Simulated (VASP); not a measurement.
# NaCl in VASP: notebook, part 2 of 2

VASP 6.6.1. The steps go on from the part before.

## 4. Single point, r2SCAN (strain along [111] +3.0%)

File POSCAR:

```
NaCl
1.0
    0.0560539768      2.8587528159      2.8587528159
    2.8587528159      0.0560539768      2.8587528159
    2.8587528159      2.8587528159      0.0560539768
Na Cl
1 1
Direct
    0.0000000000      0.0000000000      0.0000000000
    0.5000000000      0.5000000000      0.5000000000
```

File INCAR.step1:

```
SYSTEM = NaCl
PREC     = Accurate       ! precision mode
ENCUT    = 520            ! plane-wave cutoff, eV
ISMEAR   = 0              ! smearing method
SIGMA    = 0.01           ! smearing width, eV
LREAL    = .False.        ! projectors in reciprocal space
LASPH    = .True.         ! aspherical terms in the spheres
NELM     = 80             ! most SCF steps
NBANDS   = 14             ! bands
GGA      = PE             ! functional
ALGO     = Normal         ! electronic algorithm
EDIFF    = 1E-4           ! SCF threshold, eV
LWAVE    = .True.         ! write WAVECAR
LCHARG   = .False.        ! write CHGCAR
```

File INCAR.step2:

```
SYSTEM = NaCl
PREC     = Accurate       ! precision mode
ENCUT    = 520            ! plane-wave cutoff, eV
EDIFF    = 1E-6           ! SCF threshold, eV
ISMEAR   = 0              ! smearing method
SIGMA    = 0.01           ! smearing width, eV
LREAL    = .False.        ! projectors in reciprocal space
LASPH    = .True.         ! aspherical terms in the spheres
NELM     = 80             ! most SCF steps
ALGO     = Normal         ! electronic algorithm
ISIF     = 2              ! what is computed and relaxed
LWAVE    = .False.        ! write WAVECAR
LCHARG   = .False.        ! write CHGCAR
METAGGA  = R2SCAN         ! meta-GGA
LMIXTAU  = .True.       
NBANDS   = 14             ! bands
ISTART   = 1
```

File KPOINTS:

```
Automatic mesh
0
Gamma
  8 8 8
  0 0 0
```

Potentials or basis: VASP PAW PBE potentials, release 64 (Na_pv, Cl).

Run with:

```bash
cat potpaw_PBE.64/Na_pv/POTCAR potpaw_PBE.64/Cl/POTCAR > POTCAR
cp INCAR.step1 INCAR
mpirun -np 1 vasp_std > vasp.out
cp INCAR.step2 INCAR
mpirun -np 1 vasp_std > vasp.out
```

OUTCAR:

```text
SYSTEM = NaCl
   PREC = Accurate
   ENCUT = 520
   EDIFF = 1E-6
   ISMEAR = 0
   LREAL = .False.
   LASPH = .True.
   NELM = 80
   ISIF = 2
   METAGGA = R2SCAN
   ISTART = 1

 ion  position               nearest neighbor table
   1  0.000  0.000  0.000-
   2  0.500  0.500  0.500-

  LATTYP: Found a trigonal (rhomboedric) cell.
 ALAT       =     4.0432755747
 COS(alpha) =     0.5195079762

  Lattice vectors:

 A1 = (   0.0560539768,   2.8587528159,   2.8587528159)
 A2 = (   2.8587528159,   0.0560539768,   2.8587528159)
 A3 = (   2.8587528159,   2.8587528159,   0.0560539768)

Analysis of symmetry for initial positions (statically):
=====================================================================
 Subroutine PRICEL returns:
 Original cell was already a primitive cell.

 Routine SETGRP: Setting up the symmetry group for a
 trigonal (rhombohedral) supercell.

 Subroutine GETGRP returns: Found 12 space group operations
 (whereof 12 operations were pure point group operations)
 out of a pool of 12 trial point group operations.

The static configuration has the point symmetry D_3d.

Analysis of symmetry for dynamics (positions and initial velocities):
=====================================================================
 Subroutine PRICEL returns:
 Original cell was already a primitive cell.

 Routine SETGRP: Setting up the symmetry group for a
 trigonal (rhombohedral) supercell.

 Subroutine GETGRP returns: Found 12 space group operations
 (whereof 12 operations were pure point group operations)
 out of a pool of 12 trial point group operations.

The dynamic configuration has the point symmetry D_3d.

 Subroutine INISYM returns: Found 12 space group operations
 (whereof 12 operations are pure point group operations),
 and found     1 'primitive' translations

----------------------------------------------------------------------------------------

                                     Primitive cell

  volume of cell :      45.3520
[... 118 lines left out ...]
   LEPSILON=     F    determine dielectric tensor
   LRPA    =     F    only Hartree local field effects (RPA)
 non-spin polarized calculation
 Gauss-broadening in eV      SIGMA  =   0.01
  energy-cutoff  :      520.00
  volume of cell :       45.35
 maximum number of plane-waves:      1249
   NGX = 15   NGY = 15   NGZ = 15

 number of electron      14.0000000 magnetization

 Free energy of the ion-electron system (eV)
  ---------------------------------------------------
  ext. energy  EPLUGINS =         0.00000000
  ---------------------------------------------------
  free energy    TOTEN  =       -13.78327752 eV

  energy without entropy =      -13.78327752  energy(sigma->0) =      -13.78327752

 E-fermi :  -1.0334     XC(G=0):  -8.5925

 val. band max:       -1.1864402255   @ k =   0.0000   0.0000   0.0000
 cond. band min:       4.6437745056   @ k =   0.0000   0.0000   0.0000
 fundamental gap:      5.8302147311
 Fermi energy:        -1.0333973244

 k-point     1 :       0.0000    0.0000    0.0000
  band No.  band energies     occupation
      1     -22.7709      2.00000
      2     -22.7709      2.00000
      3     -22.7668      2.00000
      4     -14.4228      2.00000
      5      -1.3013      2.00000
      6      -1.1864      2.00000
      7      -1.1864      2.00000
      8       4.6438      0.00000
      9      10.2591      0.00000
     10      10.6634      0.00000
     11      10.6634      0.00000
     12      12.7646      0.00000
     13      12.7646      0.00000
     14      14.3171      0.00000
[... 377 lines left out ...]
      1     -22.7864      2.00000
      2     -22.7719      2.00000
      3     -22.7715      2.00000
      4     -14.1962      2.00000
      5      -2.4909      2.00000
      6      -1.6648      2.00000
      7      -1.3662      2.00000
      8       6.7002      0.00000
      9       9.2896      0.00000
     10      10.3565      0.00000
     11      11.1778      0.00000
     12      12.4869      0.00000
     13      14.0189      0.00000
     14      16.1220      0.00000

 [... further k-points ...]

------------------------ aborting loop because EDIFF is reached ----------------------------------------

  FORCE on cell =-STRESS in cart. coord.  units (eV):
  Direction    XX          YY          ZZ          XY          YZ          ZX
  --------------------------------------------------------------------------------------
  -------------------------------------------------------------------------------------
  Total       -0.2627920     -0.2627920     -0.2627920     -0.0775352     -0.0775352     -0.0775352
  in kB       -9.2838104     -9.2838104     -9.2838104     -2.7391319     -2.7391319     -2.7391319
  external PRESSURE =      -9.2838104 kB  Pullay stress =       0.0000000 kB

 VOLUME and BASIS-vectors are now :
 -----------------------------------------------------------------------------
  energy-cutoff  :      520.00
  volume of cell :       45.35
      direct lattice vectors                 reciprocal lattice vectors
     0.056053977  2.858752816  2.858752816    -0.180131508  0.176667441  0.176667441
     2.858752816  0.056053977  2.858752816     0.176667441 -0.180131508  0.176667441
     2.858752816  2.858752816  0.056053977     0.176667441  0.176667441 -0.180131508

 POSITION                                       TOTAL-FORCE (eV/Angst)
 -----------------------------------------------------------------------------------
      0.00000      0.00000      0.00000         0.000000     -0.000000      0.000000
      2.88678      2.88678      2.88678        -0.000000      0.000000     -0.000000
 -----------------------------------------------------------------------------------
    total drift:                               -0.000000      0.000000      0.000000

  FREE ENERGIE OF THE ION-ELECTRON SYSTEM (eV)
  ---------------------------------------------------
  free  energy   TOTEN  =       -13.7832775227 eV

  energy  without entropy=      -13.7832775227  energy(sigma->0) =      -13.78327752
```

OUTCAR.step1:

```text
SYSTEM = NaCl
   PREC = Accurate
   ENCUT = 520
   ISMEAR = 0
   LREAL = .False.
   LASPH = .True.
[... 630 lines left out ...]
      0.00000      0.00000      0.00000        -0.000000     -0.000000     -0.000000
      2.88678      2.88678      2.88678         0.000000      0.000000      0.000000
 -----------------------------------------------------------------------------------
    total drift:                               -0.000000      0.000000      0.000000

  FREE ENERGIE OF THE ION-ELECTRON SYSTEM (eV)
  ---------------------------------------------------
  free  energy   TOTEN  =        -6.7745136632 eV

  energy  without entropy=       -6.7745136632  energy(sigma->0) =       -6.77451366
```

It took 2.1 min on 1 thread of AMD EPYC 7R13 (Zen 3), shared host; peak memory 0.15 GiB.

Results:

* Free energy: -13.7833 eV
* Pressure: -0.9 GPa
* Band gap on the k mesh: 5.83 eV, direct

Stress tensor (GPa, compression positive):
```
-0.93 -0.27 -0.27
-0.27 -0.93 -0.27
-0.27 -0.27 -0.93
```

Levels at points of the mesh, in eV from the valence-band top:
```tsv
k point	band 5	band 6	band 7	band 8	band 9	band 10
(0.00, 0.00, 0.00)	-0.11	0.00	0.00	5.83	11.45	11.85
(0.50, 0.00, 0.00)	-1.92	-0.37	-0.30	7.85	11.53	11.55
(0.50, 0.50, 0.00)	-1.69	-0.69	-0.58	8.33	8.62	12.07
(0.50, 0.50, 0.50)	-1.95	-0.25	-0.25	7.97	11.26	11.88
```

Caveat: the cell differs from its parent crystal (strain along [111] +3.0%); the PAW data sets were made with another functional, which shifts forces and pressure a little.

## 5. Single point, r2SCAN (shear xy strain -0.5%)

File POSCAR:

```
NaCl
1.0
   -0.0070067471      2.8026988391      2.8026988391
    2.8026988391     -0.0070067471      2.8026988391
    2.7956920920      2.7956920920      0.0000000000
Na Cl
1 1
Direct
    0.0000000000      0.0000000000      0.0000000000
    0.5000000000      0.5000000000      0.5000000000
```

File INCAR.step1:

```
ALGO = Normal ; EDIFF = 1E-4
ENCUT = 520 ; GGA = PE
ISMEAR = 0 ; LASPH = True
LCHARG = False ; LREAL = False
LWAVE = True ; NBANDS = 14
NELM = 100 ; PREC = Accurate
SIGMA = 0.01
```

File INCAR.step2:

```
ALGO = Normal ; EDIFF = 1E-7
ENCUT = 520 ; ISIF = 2
ISMEAR = 0 ; ISTART = 1
LASPH = True ; LCHARG = False
LMIXTAU = True ; LREAL = False
LWAVE = False ; METAGGA = R2SCAN
NBANDS = 14 ; NELM = 100
PREC = Accurate ; SIGMA = 0.01
```

File KPOINTS:

```
k-points
0
Gamma
  8 8 8
```

Run with:

```bash
cat potpaw_PBE.64/Na_pv/POTCAR potpaw_PBE.64/Cl/POTCAR > POTCAR
cp INCAR.step1 INCAR
mpirun -np 1 vasp_std > vasp.out
cp INCAR.step2 INCAR
mpirun -np 1 vasp_std > vasp.out
```

Wall time 4.3 min (1 thread of AMD EPYC 7R13 (Zen 3), shared host); peak memory 0.16 GiB.

The run converged. Its results:

* Free energy: -13.7900 eV
* Pressure: -0.2 GPa
* Band gap on the k mesh: 5.99 eV, direct

Stress tensor (GPa, compression positive):
```
-0.16  0.09  0.00
 0.09 -0.16  0.00
 0.00  0.00 -0.16
```

Levels at points of the mesh, in eV from the valence-band top:
```
           k point  band 5  band 6  band 7  band 8  band 9  band 10
(0.00, 0.00, 0.00)   -0.02   -0.01    0.00    5.99   11.73    11.77
(0.50, 0.00, 0.00)   -1.99   -0.30   -0.29    7.98   11.74    11.80
(0.50, 0.50, 0.00)   -1.74   -0.65   -0.62    8.48    8.59    12.34
(0.00, 0.00, 0.50)   -1.99   -0.31   -0.30    7.96   11.77    11.78
(0.50, 0.00, 0.50)   -1.74   -0.63   -0.63    8.49    8.59    12.34
```

Caveat: the cell differs from its parent crystal (shear xy strain -0.5%); the PAW data sets were made with another functional, which shifts forces and pressure a little. A k mesh can miss the band edges.

## 6. Single point, HSE06 (epitaxial xy strain -3.0%)

File POSCAR:

```
NaCl
1.0
    0.0000000000      2.7186178739      2.8378127222
    2.7186178739      0.0000000000      2.8378127222
    2.7186178739      2.7186178739      0.0000000000
Na Cl
1 1
Direct
    0.0000000000      0.0000000000      0.0000000000
    0.5000000000      0.5000000000      0.5000000000
```

File INCAR.step1:

```
PREC = Accurate
ENCUT = 520
EDIFF = 1E-5
ISMEAR = 0
SIGMA = 0.01
LREAL = F
LASPH = T
NELM = 100
ALGO = Normal
ISIF = 2
LWAVE = T
NBANDS = 14
GGA = PE
```

File INCAR.step2:

```
PREC = Accurate
ENCUT = 520
EDIFF = 1E-6
ISMEAR = 0
SIGMA = 0.01
LREAL = F
LASPH = T
NELM = 100
ALGO = Normal
ISIF = 2
LWAVE = F
LCHARG = T
GGA = PE
LHFCALC = T
HFSCREEN = 0.2079
PRECFOCK = Normal
LELF = T
LVHAR = T
NBANDS = 14
ISTART = 1
```

File KPOINTS:

```
regular mesh
0
Gamma
  6 6 6
```

Potentials or basis: VASP PAW PBE potentials, release 64 (Na_pv, Cl).

Run with:

```bash
cat potpaw_PBE.64/Na_pv/POTCAR potpaw_PBE.64/Cl/POTCAR > POTCAR
cp INCAR.step1 INCAR
mpirun -np 1 vasp_std > vasp.out
cp INCAR.step2 INCAR
mpirun -np 1 vasp_std > vasp.out
```

Wall time 86 min (1 thread of AMD EPYC 7R13 (Zen 3), shared host); peak memory 0.25 GiB.

Results (log left out):

* Free energy: -7.8473 eV
* Pressure: 2.4 GPa
* Band gap on the k mesh: 6.75 eV, direct

Stress tensor (GPa, compression positive):
```
3.17 0.00 0.00
0.00 3.17 0.00
0.00 0.00 0.80
```

Levels at points of the mesh, in eV from the valence-band top:
```
           k point  band 4  band 5  band 6  band 7  band 8  band 9  band 10  band 11
(0.00, 0.00, 0.00)  -14.04   -0.03   -0.03    0.00    6.75   12.46    12.81    12.81
(0.50, 0.00, 0.00)  -13.60   -2.29   -0.38   -0.31    8.73   12.45    12.80    12.90
(0.50, 0.50, 0.00)  -13.57   -2.02   -0.66   -0.66    9.22    9.46    13.11    17.31
(0.50, 0.00, 0.50)  -13.52   -1.99   -0.85   -0.69    9.18    9.29    13.53    16.68
```

Caveat: the cell differs from its parent crystal (epitaxial xy strain -3.0%); the PAW data sets were made with another functional, which shifts forces and pressure a little.

## 7. Summary

```csv
level,cell,k mesh,smearing,grid for exact exchange (PRECFOCK),screening parameter,gap on the mesh (eV),pressure (GPa)
PBE,"a = 3.964, b = 3.964, c = 3.954 Å, angles 60.1, 60.1, 60.2°, 2 atoms",8 × 8 × 8,fermi-dirac 0.02 eV,-,-,5.17,1.2
r2SCAN,"a = 3.960 Å, angles 60.4°, 2 atoms",8 × 8 × 8,gaussian 0.01 eV,-,-,5.95,-0.3
r2SCAN,"a = 4.043 Å, angles 58.7°, 2 atoms",8 × 8 × 8,gaussian 0.01 eV,-,-,5.83,-0.9
r2SCAN,"a = 3.964, b = 3.964, c = 3.954 Å, angles 60.1, 60.1, 60.2°, 2 atoms",8 × 8 × 8,gaussian 0.01 eV,-,-,5.99,-0.2
HSE06,"a = 3.930, b = 3.930, c = 3.845 Å, angles 60.7, 60.7, 58.6°, 2 atoms",6 × 6 × 6,gaussian 0.01 eV,Normal,0.2079 1/Å,6.75,2.4
```

Alike in all rows: task single point; potentials or basis VASP PAW PBE potentials, release 64 (Na_pv, Cl); no spin polarisation; cutoff (eV) 520.

Caveats: the PAW data sets were made with another functional, which shifts forces and pressure a little (some runs).

Total energies depend on the potentials used, so only differences within one code and one set of settings carry meaning.
